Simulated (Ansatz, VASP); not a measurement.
One calculation of ZrSn2S3, two programs

INCAR

```
PREC     = Accurate       # precision mode
ENCUT    = 600            # plane-wave cutoff, eV
EDIFF    = 1E-6           # SCF threshold, eV
ISMEAR   = 0              # smearing method
SIGMA    = 0.1            # smearing width, eV
LREAL    = F              # projectors in reciprocal space
LASPH    = T              # aspherical terms in the spheres
NELM     = 80             # most SCF steps
ALGO     = Normal         # electronic algorithm
ISIF     = 3              # what is computed and relaxed
LWAVE    = F              # write WAVECAR
LCHARG   = F              # write CHGCAR
GGA      = PE             # functional
IBRION   = 2              # ionic algorithm
NSW      = 100            # ionic steps
EDIFFG   = -0.01          # ionic threshold
```

Contents of KPOINTS:

```
Automatic mesh
0
Gamma
  12 12 4
```

The input POSCAR:

```
ZrSn2S3
1.0
    3.6034483417      0.0000000000      0.0000000000
   -1.8017241708      3.1206778051      0.0000000000
    0.0000000000      0.0000000000     12.6176820697
Zr Sn S
1 2 3
Direct
    0.0000000000      0.0000000000      0.0000000000
    0.3333333333      0.6666666667      0.6540062415
    0.6666666667      0.3333333333      0.3459937585
    0.3333333333      0.6666666667      0.1211324431
    0.6666666667      0.3333333333      0.8788675569
    0.0000000000      0.0000000000      0.5000000000
```

Input for Ansatz:

```yaml
crystal:
  lattice:
    - [3.6034483417, 0.0, 0.0]
    - [-1.8017241708, 3.1206778051, 0.0]
    - [0.0, 0.0, 12.6176820697]
  atoms:
    - { symbol: Zr, position: [0.0, 0.0, 0.0] }
    - { symbol: Sn, position: [0.3333333333, 0.6666666667, 0.6540062415] }
    - { symbol: Sn, position: [0.6666666667, 0.3333333333, 0.3459937585] }
    - { symbol: S, position: [0.3333333333, 0.6666666667, 0.1211324431] }
    - { symbol: S, position: [0.6666666667, 0.3333333333, 0.8788675569] }
    - { symbol: S, position: [0.0, 0.0, 0.5] }
basis:
  ecutwfc: 420
kpoints:
  mp_grid: { grid: [12, 12, 4] }
hamiltonian:
  xc: pbe
scf:
  occupations: { method: gaussian, width: 0.1 }
output:
  forces: true
  stress: true
  eigenvalues: true
relax:
  adjacent_minimum: "off"
  f_tol: 0.01
  max_steps: 80
  cell: { stress_tol: 0.05 }
```

Change from the starting cell: species swapped into the InSn2Te3 type (P-3m1, No. 164).

Alike in both runs: task relaxation of cell and atoms; functional PBE; k mesh 12 × 12 × 4; occupations gaussian, width 0.1 eV; no spin polarisation.

|  | VASP | Ansatz |
| --- | --- | --- |
| version | VASP 6.6.1 | Ansatz 0.2.0 |
| potentials or method | VASP PAW PBE potentials, release 64 (Zr_sv, Sn_d, S), cutoff 600 eV | scalar-relativistic, plane waves, PAW |
| valence electrons in the cell | 58 | 58 |

|  | VASP | Ansatz | Ansatz less VASP |
| --- | --- | --- | --- |
| gap on the k mesh at the Fermi level, each at its own relaxed structure (eV) | none | none | - |
| relaxed volume (Å³/atom) | 23.91 | 23.92 | +0.009 |
| relaxed length of the cell vector where the two differ most in proportion (Å) | 12.737 | 12.740 | +0.0029 |

A gap of «none» marks a metal or a gap that the smearing closes.
